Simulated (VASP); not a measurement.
# RbBr (Fm-3m) in VASP: notebook

Aim: see how the results for RbBr move with the level of theory and the settings. Levels: PBE, r2SCAN. Tasks: single point.

All numbers are computed with VASP 6.6.1; they aren't measurements. Logs are shortened: lines on timing, memory, paths and dates and some standing lists are left out, and cuts for length are marked.

**1. The cell of the first run**

The structure is cubic, space group Fm-3m (No. 225). The conventional cell has a = 6.922 Å, b = 6.922 Å, c = 6.922 Å, α = 90.00°, β = 90.00°, γ = 90.00°. Rb (site symmetry m-3m) has 6 Br at 3.46 Å within 4.5 Å. Within 4.5 Å of Br (site symmetry m-3m) lie 6 Rb at 3.46 Å.

**2. Single point, PBE**

Input file INCAR:

```
SYSTEM = RbBr
  ALGO = Normal
  EDIFF = 1E-6
  ENCUT = 520
  GGA = PE
  ISIF = 2
  ISMEAR = 0
  LASPH = .TRUE.
  LCHARG = .TRUE.
  LELF = .TRUE.
  LREAL = .FALSE.
  LVHAR = .TRUE.
  LWAVE = .FALSE.
  NBANDS = 15
  NELM = 100
  PREC = Accurate
  SIGMA = 0.01
```

Input file KPOINTS:

```
k-points
0
G
  4 4 4
  0 0 0
```

Input file POSCAR:

```
RbBr
1.0
    0.0000000000      3.4608258933      3.4608258933
    3.4608258933      0.0000000000      3.4608258933
    3.4608258933      3.4608258933      0.0000000000
Rb Br
1 1
Direct
    0.0000000000      0.0000000000      0.0000000000
    0.5000000000      0.5000000000      0.5000000000
```

Potentials or basis: VASP PAW PBE potentials, release 64 (Rb_sv, Br).

Run with:

```console
cat potpaw_PBE.64/Rb_sv/POTCAR potpaw_PBE.64/Br/POTCAR > POTCAR
mpirun -np 1 vasp_std > vasp.out
```

OUTCAR:

```text
SYSTEM = RbBr
   EDIFF = 1E-6
   ENCUT = 520
   GGA = PE
   ISIF = 2
   ISMEAR = 0
   LASPH = .TRUE.
   LREAL = .FALSE.
   NELM = 100
   PREC = Accurate

 ion  position               nearest neighbor table
   1  0.000  0.000  0.000-   2 3.46   2 3.46   2 3.46   2 3.46   2 3.46   2 3.46
   2  0.500  0.500  0.500-   1 3.46   1 3.46   1 3.46   1 3.46   1 3.46   1 3.46

  LATTYP: Found a face centered cubic cell.
 ALAT       =     6.9216517866

  Lattice vectors:

 A1 = (   0.0000000000,   3.4608258933,   3.4608258933)
 A2 = (   3.4608258933,   0.0000000000,   3.4608258933)
 A3 = (   3.4608258933,   3.4608258933,   0.0000000000)

Analysis of symmetry for initial positions (statically):
=====================================================================
 Subroutine PRICEL returns:
 Original cell was already a primitive cell.

 Routine SETGRP: Setting up the symmetry group for a
 face centered cubic supercell.

 Subroutine GETGRP returns: Found 48 space group operations
 (whereof 48 operations were pure point group operations)
 out of a pool of 48 trial point group operations.

The static configuration has the point symmetry O_h .

Analysis of symmetry for dynamics (positions and initial velocities):
=====================================================================
 Subroutine PRICEL returns:
 Original cell was already a primitive cell.

 Routine SETGRP: Setting up the symmetry group for a
 face centered cubic supercell.

 Subroutine GETGRP returns: Found 48 space group operations
 (whereof 48 operations were pure point group operations)
 out of a pool of 48 trial point group operations.

The dynamic configuration has the point symmetry O_h .

 Subroutine INISYM returns: Found 48 space group operations
 (whereof 48 operations are pure point group operations),
 and found     1 'primitive' translations

----------------------------------------------------------------------------------------

                                     Primitive cell

  volume of cell :      82.9028

  direct lattice vectors                    reciprocal lattice vectors
     0.000000000  3.460825893  3.460825893    -0.144474185  0.144474185  0.144474185
     3.460825893  0.000000000  3.460825893     0.144474185 -0.144474185  0.144474185
     3.460825893  3.460825893  0.000000000     0.144474185  0.144474185 -0.144474185

  length of vectors
[... 65 lines left out ...]
   EDIFF  = 0.1E-05   stopping-criterion for ELM
   LREAL  =      F    real-space projection
[... 7 lines left out ...]
   TEBEG  =    0.0;   TEEND  =   0.0 temperature during run
   PSTRESS=    0.0 pullay stress
   NELECT =      16.0000    total number of electrons
   NUPDOWN=      -1.0000    fix difference up-down
   EMIN   =  10.00;   EMAX   =-10.00  energy-range for DOS
   EFERMI =   0.00;   METHOD = LEGACY
   ISMEAR =     0;   SIGMA  =   0.01  broadening in eV -4-tet -1-fermi 0-gaus
   EFERMI_NEDOS =   21; number of points for ismear=-14 and -15
   IALGO  =     38    algorithm
   IMIX   =      4    mixing-type and parameters
     AMIX     =   0.40;   BMIX     =  1.00
     AMIX_MAG =   1.60;   BMIX_MAG =  1.00
  volume/ion in A,a.u.               =      41.45       279.73
  Fermi-wavevector in a.u.,A,eV,Ry     =   0.946074  1.787820 12.177975  0.895056
  Thomas-Fermi vector in A             =   2.074037
   LORBIT       =      0    0 simple, 1 ext, 2 COOP (PROOUT), +10 PAW based schemes
   GGA     = PE    functional components
   LHFCALC =     F    Hartree Fock is set to
   AEXX    =    0.0000 exact exchange contribution
   IVDW    =     0    specifies the selected vdW correction
   LEPSILON=     F    determine dielectric tensor
   LRPA    =     F    only Hartree local field effects (RPA)
 non-spin polarized calculation
 Gauss-broadening in eV      SIGMA  =   0.01
  energy-cutoff  :      520.00
  volume of cell :       82.90
 maximum number of plane-waves:      2252
   NGX = 19   NGY = 19   NGZ = 19

 number of electron      15.9999997 magnetization

 Free energy of the ion-electron system (eV)
  ---------------------------------------------------
  ext. energy  EPLUGINS =         0.00000000
  ---------------------------------------------------
  free energy    TOTEN  =        -6.10908557 eV

  energy without entropy =       -6.10908557  energy(sigma->0) =       -6.10908557

 E-fermi :  -1.7623     XC(G=0):  -7.1175

 val. band max:       -1.8609283757   @ k =   0.0000   0.0000   0.0000
 cond. band min:       2.4272036065   @ k =   0.0000   0.0000   0.0000
 fundamental gap:      4.2881319822
 Fermi energy:        -1.7623037235

 k-point     1 :       0.0000    0.0000    0.0000
  band No.  band energies     occupation
      1     -26.3385      2.00000
      2     -14.0131      2.00000
      3     -10.4128      2.00000
      4     -10.4128      2.00000
      5     -10.4128      2.00000
      6      -1.8609      2.00000
      7      -1.8609      2.00000
      8      -1.8609      2.00000
      9       2.4272      0.00000
     10       5.4088      0.00000
     11       5.4088      0.00000
     12       5.4088      0.00000
     13       6.2767      0.00000
     14       6.2767      0.00000
[... 113 lines left out ...]
      2     -13.9876      2.00000
      3     -10.5258      2.00000
      4     -10.5258      2.00000
      5     -10.3976      2.00000
      6      -2.3253      2.00000
      7      -2.2019      2.00000
      8      -2.2019      2.00000
      9       5.1899      0.00000
     10       5.1899      0.00000
     11       6.2796      0.00000
     12       6.6337      0.00000
     13       8.8930      0.00000
     14       8.9145      0.00000
     15       8.9924      0.00000

------------------------ aborting loop because EDIFF is reached ----------------------------------------

  FORCE on cell =-STRESS in cart. coord.  units (eV):
  Direction    XX          YY          ZZ          XY          YZ          ZX
  --------------------------------------------------------------------------------------
  -------------------------------------------------------------------------------------
  Total        0.2930135      0.2930135      0.2930135      0.0000000     -0.0000000     -0.0000000
  in kB        5.6627702      5.6627702      5.6627702      0.0000000     -0.0000000     -0.0000000
  external PRESSURE =       5.6627702 kB  Pullay stress =       0.0000000 kB

 VOLUME and BASIS-vectors are now :
 -----------------------------------------------------------------------------
  energy-cutoff  :      520.00
  volume of cell :       82.90
      direct lattice vectors                 reciprocal lattice vectors
     0.000000000  3.460825893  3.460825893    -0.144474185  0.144474185  0.144474185
     3.460825893  0.000000000  3.460825893     0.144474185 -0.144474185  0.144474185
     3.460825893  3.460825893  0.000000000     0.144474185  0.144474185 -0.144474185

 POSITION                                       TOTAL-FORCE (eV/Angst)
 -----------------------------------------------------------------------------------
      0.00000      0.00000      0.00000         0.000000      0.000000      0.000000
      3.46083      3.46083      3.46083        -0.000000     -0.000000     -0.000000
 -----------------------------------------------------------------------------------
    total drift:                                0.000000      0.000000      0.000000

  FREE ENERGIE OF THE ION-ELECTRON SYSTEM (eV)
  ---------------------------------------------------
  free  energy   TOTEN  =        -6.1090855737 eV

  energy  without entropy=       -6.1090855737  energy(sigma->0) =       -6.10908557
```

OSZICAR:

```text
N       E                     dE             d eps       ncg     rms          rms(c)
DAV:   1     0.903271332011E+02    0.90327E+02   -0.64365E+03   240   0.885E+02
DAV:   2     0.447861562145E+00   -0.89879E+02   -0.82285E+02   332   0.169E+02
DAV:   3    -0.609146876210E+01   -0.65393E+01   -0.65124E+01   296   0.482E+01
DAV:   4    -0.633372647122E+01   -0.24226E+00   -0.24222E+00   387   0.821E+00
DAV:   5    -0.633528104599E+01   -0.15546E-02   -0.15546E-02   296   0.737E-01    0.277E+00
DAV:   6    -0.611358335433E+01    0.22170E+00   -0.27353E-01   317   0.236E+00    0.182E+00
DAV:   7    -0.609616892979E+01    0.17414E-01   -0.12750E-01   317   0.171E+00    0.937E-01
DAV:   8    -0.610825534971E+01   -0.12086E-01   -0.14172E-02   262   0.696E-01    0.113E-01
DAV:   9    -0.610863002322E+01   -0.37467E-03   -0.65915E-04   331   0.130E-01    0.715E-02
DAV:  10    -0.610908040752E+01   -0.45038E-03   -0.62331E-04   254   0.133E-01    0.311E-02
DAV:  11    -0.610907868316E+01    0.17244E-05   -0.38323E-05   303   0.302E-02    0.548E-03
DAV:  12    -0.610908526935E+01   -0.65862E-05   -0.93045E-06   254   0.187E-02    0.164E-03
DAV:  13    -0.610908557372E+01   -0.30437E-06   -0.43927E-07   274   0.362E-03
   1 F= -.61090856E+01 E0= -.61090856E+01  d E =-.151076E-45
```

It took 8.3 s on 1 thread of AMD EPYC 9R45 (Zen 5), shared host; peak memory 0.17 GiB.

Results:

```yaml
Free_energy: -6.1091 eV
Pressure: 0.6 GPa
Band_gap_on_the_k_mesh: 4.29 eV
```

**3. Single point, PBE**

Input file INCAR:

```
ALGO = Normal ; EDIFF = 1E-6
ENCUT = 520 ; GGA = PE
ISIF = 2 ; ISMEAR = -1
LASPH = True ; LCHARG = False
LREAL = False ; LWAVE = False
NBANDS = 15 ; NELM = 100
PREC = Accurate ; SIGMA = 0.02
```

Input file KPOINTS:

```
k-points
0
Gamma
  6 6 6
```

POSCAR is that of step 2.

Potentials or basis: VASP PAW PBE potentials, release 64 (Rb_sv, Br).

Run with:

```console
cat potpaw_PBE.64/Rb_sv/POTCAR potpaw_PBE.64/Br/POTCAR > POTCAR
mpirun -np 1 vasp_std > vasp.out
```

OUTCAR:

```text
EDIFF = 1E-6
   ENCUT = 520
   GGA = PE
   ISIF = 2
   ISMEAR = -1
   LASPH = True
   LREAL = False
   NELM = 100
   PREC = Accurate

 ion  position               nearest neighbor table
   1  0.000  0.000  0.000-   2 3.46   2 3.46   2 3.46   2 3.46   2 3.46   2 3.46
   2  0.500  0.500  0.500-   1 3.46   1 3.46   1 3.46   1 3.46   1 3.46   1 3.46

  LATTYP: Found a face centered cubic cell.
 ALAT       =     6.9216517866

  Lattice vectors:

 A1 = (   0.0000000000,   3.4608258933,   3.4608258933)
 A2 = (   3.4608258933,   0.0000000000,   3.4608258933)
 A3 = (   3.4608258933,   3.4608258933,   0.0000000000)

Analysis of symmetry for initial positions (statically):
=====================================================================
 Subroutine PRICEL returns:
 Original cell was already a primitive cell.

 Routine SETGRP: Setting up the symmetry group for a
 face centered cubic supercell.

 Subroutine GETGRP returns: Found 48 space group operations
 (whereof 48 operations were pure point group operations)
 out of a pool of 48 trial point group operations.

The static configuration has the point symmetry O_h .

Analysis of symmetry for dynamics (positions and initial velocities):
=====================================================================
 Subroutine PRICEL returns:
 Original cell was already a primitive cell.

 Routine SETGRP: Setting up the symmetry group for a
 face centered cubic supercell.

 Subroutine GETGRP returns: Found 48 space group operations
 (whereof 48 operations were pure point group operations)
 out of a pool of 48 trial point group operations.

The dynamic configuration has the point symmetry O_h .

 Subroutine INISYM returns: Found 48 space group operations
 (whereof 48 operations are pure point group operations),
 and found     1 'primitive' translations
[... 109 lines left out ...]
  Thomas-Fermi vector in A             =   2.074037
   LORBIT       =      0    0 simple, 1 ext, 2 COOP (PROOUT), +10 PAW based schemes
   GGA     = PE    functional components
   LHFCALC =     F    Hartree Fock is set to
   AEXX    =    0.0000 exact exchange contribution
   IVDW    =     0    specifies the selected vdW correction
   LEPSILON=     F    determine dielectric tensor
   LRPA    =     F    only Hartree local field effects (RPA)
 non-spin polarized calculation
  energy-cutoff  :      520.00
  volume of cell :       82.90
 maximum number of plane-waves:      2252
   NGX = 19   NGY = 19   NGZ = 19

 number of electron      15.9999997 magnetization

 Free energy of the ion-electron system (eV)
  ---------------------------------------------------
  ext. energy  EPLUGINS =         0.00000000
  ---------------------------------------------------
  free energy    TOTEN  =        -6.10928889 eV

  energy without entropy =       -6.10928889  energy(sigma->0) =       -6.10928889

 E-fermi :  -1.4434     XC(G=0):  -7.1177

 val. band max:       -1.8613555025   @ k =   0.0000   0.0000   0.0000
 cond. band min:       2.4269702773   @ k =   0.0000   0.0000   0.0000
 fundamental gap:      4.2883257798
 Fermi energy:        -1.4434304283

 k-point     1 :       0.0000    0.0000    0.0000
  band No.  band energies     occupation
      1     -26.3383      2.00000
      2     -14.0136      2.00000
      3     -10.4127      2.00000
      4     -10.4127      2.00000
      5     -10.4127      2.00000
      6      -1.8614      2.00000
      7      -1.8614      2.00000
      8      -1.8614      2.00000
      9       2.4270      0.00000
     10       5.4087      0.00000
     11       5.4087      0.00000
     12       5.4087      0.00000
     13       6.2767      0.00000
     14       6.2767      0.00000
[... 257 lines left out ...]
      2     -13.9821      2.00000
      3     -10.5501      2.00000
      4     -10.5012      2.00000
      5     -10.4174      2.00000
      6      -2.2707      2.00000
      7      -2.2520      2.00000
      8      -2.1195      2.00000
      9       4.4494      0.00000
     10       5.8805      0.00000
     11       6.0516      0.00000
     12       6.9632      0.00000
     13       8.0266      0.00000
     14       8.8829      0.00000
     15       9.3262      0.00000

------------------------ aborting loop because EDIFF is reached ----------------------------------------

  FORCE on cell =-STRESS in cart. coord.  units (eV):
  Direction    XX          YY          ZZ          XY          YZ          ZX
  --------------------------------------------------------------------------------------
  -------------------------------------------------------------------------------------
  Total        0.2917668      0.2917668      0.2917668     -0.0000000      0.0000000     -0.0000000
  in kB        5.6386776      5.6386776      5.6386776     -0.0000000      0.0000000     -0.0000000
  external PRESSURE =       5.6386776 kB  Pullay stress =       0.0000000 kB

 VOLUME and BASIS-vectors are now :
 -----------------------------------------------------------------------------
  energy-cutoff  :      520.00
  volume of cell :       82.90
      direct lattice vectors                 reciprocal lattice vectors
     0.000000000  3.460825893  3.460825893    -0.144474185  0.144474185  0.144474185
     3.460825893  0.000000000  3.460825893     0.144474185 -0.144474185  0.144474185
     3.460825893  3.460825893  0.000000000     0.144474185  0.144474185 -0.144474185

 POSITION                                       TOTAL-FORCE (eV/Angst)
 -----------------------------------------------------------------------------------
      0.00000      0.00000      0.00000        -0.000000      0.000000     -0.000000
      3.46083      3.46083      3.46083         0.000000     -0.000000      0.000000
 -----------------------------------------------------------------------------------
    total drift:                                0.000000      0.000000      0.000000

  FREE ENERGIE OF THE ION-ELECTRON SYSTEM (eV)
  ---------------------------------------------------
  free  energy   TOTEN  =        -6.1092888907 eV

  energy  without entropy=       -6.1092888907  energy(sigma->0) =       -6.10928889
```

OSZICAR:

```text
N       E                     dE             d eps       ncg     rms          rms(c)
DAV:   1     0.826768353973E+02    0.82677E+02   -0.65962E+03   480   0.902E+02
DAV:   2    -0.365243392365E+00   -0.83042E+02   -0.76540E+02   645   0.164E+02
DAV:   3    -0.614738395664E+01   -0.57821E+01   -0.57557E+01   641   0.447E+01
DAV:   4    -0.633404610512E+01   -0.18666E+00   -0.18664E+00   683   0.697E+00
DAV:   5    -0.633538143854E+01   -0.13353E-02   -0.13353E-02   663   0.592E-01    0.277E+00
DAV:   6    -0.611377277865E+01    0.22161E+00   -0.27102E-01   564   0.235E+00    0.182E+00
DAV:   7    -0.609623025343E+01    0.17543E-01   -0.12579E-01   627   0.171E+00    0.933E-01
DAV:   8    -0.610839719843E+01   -0.12167E-01   -0.15131E-02   510   0.700E-01    0.107E-01
DAV:   9    -0.610884660313E+01   -0.44940E-03   -0.67111E-04   649   0.132E-01    0.695E-02
DAV:  10    -0.610928104400E+01   -0.43444E-03   -0.56054E-04   494   0.131E-01    0.273E-02
DAV:  11    -0.610928269077E+01   -0.16468E-05   -0.31897E-05   613   0.298E-02    0.967E-03
DAV:  12    -0.610928862969E+01   -0.59389E-05   -0.10257E-05   508   0.184E-02    0.124E-03
DAV:  13    -0.610928889068E+01   -0.26099E-06   -0.29018E-07   520   0.326E-03
   1 F= -.61092889E+01 E0= -.61092889E+01  d E =-.145242E-10
```

Wall time 12 s (1 thread of AMD EPYC 9R45 (Zen 5), shared host); peak memory 0.18 GiB.

What came out:

```yaml
Free_energy: -6.1093 eV
Pressure: 0.6 GPa
Band_gap_on_the_k_mesh: 4.29 eV
```

[end of part 1 of 2]
